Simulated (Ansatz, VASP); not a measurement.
# Ir in VASP and in Ansatz

```
CELL_PARAMETERS angstrom
0.00000 1.91503 1.91503
1.91503 0.00000 1.91503
1.91503 1.91503 0.00000
ATOMIC_POSITIONS crystal
Ir 0.00000 0.00000 0.00000
```

Alike in both runs: functional PBEsol; k mesh 18 × 18 × 18; occupations gaussian, width 0.1 eV; no spin polarisation.

Ansatz relaxed the structure, and its values are those at the end. VASP's run is a single point on that final structure, the one shown.

|  | VASP | Ansatz |
| --- | --- | --- |
| version | VASP 6.6.1 | Ansatz 0.2.0 |
| potentials or method | VASP PAW PBE potentials, release 64 (Ir_sv_GW), cutoff 560 eV | scalar-relativistic, plane waves, PAW |
| valence electrons in the cell | 17 | 17 |

VASP gave:

| Quantity | Value |
| --- | --- |
| gap on the k mesh at the Fermi level (eV) | none |
| pressure (GPa) | -1.9 |

Which values does Ansatz return?

gap on the k mesh at the Fermi level (eV): none; pressure (GPa): 0.0.

VASP's potentials were made for PBE, not for PBEsol, and Ansatz warns of the same on its side. A gap of «none» marks a metal or a gap that the smearing closes.

Spin-orbit coupling is off throughout.
